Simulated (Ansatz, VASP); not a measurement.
# SnO2: VASP beside Ansatz

File INCAR:

```
ALGO = Normal
EDIFF = 1E-7
ENCUT = 520
GGA = PE
ISIF = 2
ISMEAR = 0
LASPH = T
LCHARG = F
LREAL = F
LWAVE = F
NBANDS = 35
NELM = 100
PREC = Accurate
SIGMA = 0.05
```

File KPOINTS:

```
k-points
0
Gamma
  6 6 8
```

File POSCAR:

```
SnO2
1.0
    4.5380426968      0.0000000000      0.0000000000
    0.0000000000      4.5380426968      0.0000000000
    0.0000000000      0.0000000000      3.2379909407
Sn O
2 4
Direct
    0.0000000000      0.0000000000      0.0000000000
    0.5000000000      0.5000000000      0.5000000000
    0.3066050867      0.3066050867      0.0000000000
    0.1933949133      0.8066050867      0.5000000000
    0.6933949133      0.6933949133      0.0000000000
    0.8066050867      0.1933949133      0.5000000000
```

Input for Ansatz:

```yaml
crystal:
  lattice:
    - [4.5380426968, 0.0, 0.0]
    - [0.0, 4.5380426968, 0.0]
    - [0.0, 0.0, 3.2379909407]
  atoms:
    - { symbol: Sn, position: [0.0, 0.0, 0.0] }
    - { symbol: Sn, position: [0.5, 0.5, 0.5] }
    - { symbol: O, position: [0.3066050867, 0.3066050867, 0.0] }
    - { symbol: O, position: [0.1933949133, 0.8066050867, 0.5] }
    - { symbol: O, position: [0.6933949133, 0.6933949133, 0.0] }
    - { symbol: O, position: [0.8066050867, 0.1933949133, 0.5] }
basis:
  ecutwfc: 420
kpoints:
  mp_grid: { grid: [6, 6, 8] }
hamiltonian:
  xc: pbe
scf:
  occupations: { method: gaussian, width: 0.05 }
output:
  forces: true
  stress: true
  eigenvalues: true
```

Change from the starting cell: strain -0.0600 x Voigt [1, 1, 0, 0, 0, 0], atoms carried along.

Alike in both runs: task single point; functional PBE; k mesh 6 × 6 × 8; occupations gaussian, width 0.05 eV; no spin polarisation.

|  | VASP | Ansatz |
| --- | --- | --- |
| version | VASP 6.6.1 | Ansatz 0.2.0 |
| potentials or method | VASP PAW PBE potentials, release 64 (Sn_d, O), cutoff 520 eV | scalar-relativistic, plane waves, PAW |
| valence electrons in the cell | 52 | 52 |

|  | VASP | Ansatz | Ansatz less VASP |
| --- | --- | --- | --- |
| gap on the k mesh at the Fermi level (eV) | 1.95 | 1.96 | +0.006 |
| least direct gap on the mesh (eV) | 1.95 | 1.96 | +0.006 |
| pressure (GPa) | 28.4 | 27.6 | -0.84 |
| traceless stress, the component that is largest in VASP (GPa) | -5.10 | -5.31 | -0.213 |
| rms of the force components (eV/Å) | 0.016 | 0.020 | +0.0041 |

Atom by atom the forces differ by 0.004 eV/Å (rms over components). The functional is the same, so the differences come from potentials, cutoffs and numerics.
